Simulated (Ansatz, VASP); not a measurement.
W in VASP and in Ansatz

```
W
1.0
     0.00000    2.02520    2.02520
     2.02520    0.00000    2.02520
     2.02520    2.02520    0.00000
W
1
Cartesian
  0.0000 0.0000 0.0000
```

Alike in both runs: task single point; functional revPBE; k mesh 15 × 15 × 15; occupations fermi-dirac, width 0.1 eV; no spin polarisation.

|  | VASP | Ansatz |
| --- | --- | --- |
| version | VASP 6.6.1 | Ansatz 0.2.0 |
| potentials or method | VASP PAW PBE potentials, release 64 (W_sv), cutoff 520 eV | plane waves (420 eV) with PAW, scalar-relativistic |
| valence electrons in the cell | 14 | 14 |

Ansatz gave:

| Property | Result |
| --- | --- |
| pressure (GPa) | -0.2 |

**Question.** Estimate VASP's values.

**Answer.** Pressure (GPa): 0.2.

VASP's potentials were made for PBE, not for revPBE.

Spin-orbit coupling is off throughout.
